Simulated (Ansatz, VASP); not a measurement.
# PtSe2 in VASP and in Ansatz

```
Pt Se
1.0
     3.85740    0.00000    0.00000
    -1.92870    3.34060    0.00000
     0.00000    0.00000    6.17396
Pt Se
1 2
Direct
  0.00000 0.00000 0.00000
  0.33333 0.66667 0.20019
  0.66667 0.33333 0.79981
```

Alike in both runs: task single point; functional PBE; k mesh 12 × 12 × 6; occupations gaussian, width 0.05 eV; no spin polarisation.

```csv
,VASP,Ansatz
version,VASP 6.6.1,Ansatz 0.2.0
potentials or method,"VASP PAW PBE potentials, release 64 (Pt, Se), cutoff 520 eV","scalar-relativistic, plane waves, PAW"
valence electrons in the cell,22,50
```

Ansatz gave:

```
gap on the k mesh at the Fermi level (eV)                     : 0.55
least direct gap on the mesh (eV)                             : 0.80
pressure (GPa)                                                : -1.9
traceless stress, the component that is largest in VASP (GPa) : 2.56
rms of the force components (eV/Å)                            : 0.069
```

**Question.** Which values does VASP return?

**Answer.** gap on the k mesh at the Fermi level (eV): 0.54; least direct gap on the mesh (eV): 0.79; pressure (GPa): -1.9; traceless stress, the component that is largest in VASP (GPa): 2.57; rms of the force components (eV/Å): 0.068.

Atom by atom the forces differ by 0.001 eV/Å (rms over components). With one functional, cell and mesh, what is left measures potentials, basis and numerics. VASP's potentials hold 22 valence electrons a cell and Ansatz's 50, so a difference there can come from the potentials and not from the codes.

Neither program's run includes spin-orbit coupling.
